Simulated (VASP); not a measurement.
A run of VASP 6.6.1 is set up as follows.

Contents of INCAR:

```
SYSTEM = Lu2Si2O
PREC     = Accurate       ! precision mode
ENCUT    = 520            ! plane-wave cutoff, eV
EDIFF    = 1E-6           ! SCF threshold, eV
ISMEAR   = 0              ! smearing method
SIGMA    = 0.1            ! smearing width, eV
LREAL    = .FALSE.        ! projectors in reciprocal space
LASPH    = .TRUE.         ! aspherical terms in the spheres
NELM     = 60             ! most SCF steps
ALGO     = Normal         ! electronic algorithm
ISIF     = 2              ! what is computed and relaxed
LWAVE    = .FALSE.        ! write WAVECAR
LCHARG   = .FALSE.        ! write CHGCAR
GGA      = PE             ! functional
NBANDS   = 40             ! bands
```

Contents of KPOINTS:

```
regular mesh
0
G
  6 6 2
  0 0 0
```

File POSCAR:

```
Lu2Si2O
1.0
    2.9774075973      0.0000000000      0.0000000000
    0.0000000000      2.9774075973      0.0000000000
    0.0000000000      0.0000000000      9.3091032665
Lu Si O
2 2 1
Direct
    0.5000000000      0.5000000000      0.1665621742
    0.5000000000      0.5000000000      0.8334378258
    0.0000000000      0.0000000000      0.3728225060
    0.0000000000      0.0000000000      0.6271774940
    0.0000000000      0.0000000000      0.0000000000
```

Potentials or basis: VASP PAW PBE potentials, release 64 (Lu, Si, O).

Command:

```console
$ cat potpaw_PBE.64/Lu/POTCAR potpaw_PBE.64/Si/POTCAR potpaw_PBE.64/O/POTCAR > POTCAR
$ mpirun -np 1 vasp_std > vasp.out
```

Question: Estimate the band gap on the k mesh.

Answer: Zero (bands 32 and 33 overlap by 2.92 eV).

Question: Estimate the pressure.

Answer: 0.4 GPa.

Question: What does it give for the largest force?

Answer: 0.016 eV/Å.

Forces on the atoms (eV/Å):
```
Lu   0.000  0.000 -0.003
Lu   0.000  0.000  0.003
Si   0.000  0.000  0.016
Si   0.000  0.000 -0.016
O    0.000  0.000  0.000
```

Caveat: spin-orbit coupling is left out, which moves the levels of the heavy elements.
